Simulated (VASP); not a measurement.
Input of a VASP 6.6.1 run:

File INCAR:

```
  ALGO = Normal
  EDIFF = 1E-6
  EDIFFG = -0.01
  ENCUT = 600
  GGA = RP
  IBRION = 2
  ISIF = 3
  ISMEAR = 1
  LASPH = True
  LCHARG = False
  LREAL = False
  LWAVE = False
  NELM = 60
  NSW = 60
  PREC = Accurate
  SIGMA = 0.1
```

The input KPOINTS:

```
k-points
0
Gamma
  12 12 12
```

POSCAR

```
Ir
1.0
    0.0000000000      1.9156000000      1.9156000000
    1.9156000000      0.0000000000      1.9156000000
    1.9156000000      1.9156000000      0.0000000000
Ir
1
Direct
    0.0000000000      0.0000000000      0.0000000000
```

Potentials or basis: VASP PAW PBE potentials, release 64 (Ir).

The run is started by

```console
$ cat potpaw_PBE.64/Ir/POTCAR > POTCAR
$ mpirun -np 1 vasp_std > vasp.out
```

**Question.** Predict the relaxed cell.

**Answer.** a = 2.748 Å, b = 2.748 Å, c = 2.748 Å, α = 60.00°, β = 60.00°, γ = 60.00°.

**Question.** What does it give for the relaxed volume?

**Answer.** 14.68 Å³/atom.

Step by step:
```
step  energy change (eV)  largest force (eV/Å)  pressure (GPa)  volume (Å³)
   1              0.0000                0.0000           15.98        14.06
   2              0.2771                0.0000          -34.24        17.11
   3             -0.0291                0.0000           -0.97        14.72
   4             -0.0292                0.0000           -0.11        14.68
```

Caveat: the PAW data sets were made with another functional, which shifts forces and pressure a little. Zero-point motion and thermal expansion aren't in these numbers.
